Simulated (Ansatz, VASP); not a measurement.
## Two plane-wave programs on SnF5

Contents of INCAR:

```
  PREC = Accurate
  ENCUT = 600
  EDIFF = 1E-6
  ISMEAR = 0
  SIGMA = 0.1
  LREAL = F
  LASPH = T
  NELM = 80
  ALGO = Normal
  ISIF = 3
  LWAVE = F
  LCHARG = F
  GGA = PE
  IBRION = 2
  NSW = 90
  EDIFFG = -0.04
```

The input KPOINTS:

```
regular mesh
0
Gamma
  6 6 6
```

File POSCAR:

```
SnF5
1.0
    4.7765690130      0.0000000000      0.0000000000
   -2.3882845065      4.1366301082      0.0000000000
    0.0000000000      0.0000000000      3.3534879465
Sn F
1 5
Direct
    0.0000000000      0.0000000000      0.5000000000
    0.0000000000      0.7174791449      0.0000000000
    0.7174791449      0.0000000000      0.0000000000
    0.2825208551      0.2825208551      0.0000000000
    0.6666666667      0.3333333333      0.5000000000
    0.3333333333      0.6666666667      0.5000000000
```

Input for Ansatz:

```yaml
crystal:
  lattice:
    - [4.776569013, 0.0, 0.0]
    - [-2.3882845065, 4.1366301082, 0.0]
    - [0.0, 0.0, 3.3534879465]
  atoms:
    - { symbol: Sn, position: [0.0, 0.0, 0.5] }
    - { symbol: F, position: [0.0, 0.7174791449, 0.0] }
    - { symbol: F, position: [0.7174791449, 0.0, 0.0] }
    - { symbol: F, position: [0.2825208551, 0.2825208551, 0.0] }
    - { symbol: F, position: [0.6666666667, 0.3333333333, 0.5] }
    - { symbol: F, position: [0.3333333333, 0.6666666667, 0.5] }
basis:
  ecutwfc: 420
kpoints:
  mp_grid: { grid: [6, 6, 6] }
hamiltonian:
  xc: pbe
scf:
  occupations: { method: gaussian, width: 0.1 }
  lower_state_search: "off"
output:
  forces: true
  stress: true
  eigenvalues: true
relax:
  adjacent_minimum: "off"
  f_tol: 0.04
  max_steps: 70
  cell: { stress_tol: 0.4 }
```

Change from the starting cell: species swapped into the CaMg5 type (P-62m, No. 189).

Alike in both runs: task relaxation of cell and atoms; functional PBE; k mesh 6 × 6 × 6; occupations gaussian, width 0.1 eV; no spin polarisation.

|  | VASP | Ansatz |
| --- | --- | --- |
| version | VASP 6.6.1 | Ansatz 0.2.0 |
| potentials or method | VASP PAW PBE potentials, release 64 (Sn_d, F), cutoff 600 eV | scalar-relativistic, plane waves, PAW |
| valence electrons in the cell | 49 | 49 |

Ansatz gave:

```
gap on the k mesh at the Fermi level, each at its own relaxed structure (eV)  : none
relaxed volume (Å³/atom)                                                      : 11.04
relaxed length of the cell vector where the two differ most in proportion (Å) : 4.777
```

Q: What did VASP give for the same quantities?

A: gap on the k mesh at the Fermi level, each at its own relaxed structure (eV): none; relaxed volume (Å³/atom): 10.77; relaxed length of the cell vector where the two differ most in proportion (Å): 4.678.

A gap of «none» marks a metal or a gap that the smearing closes.
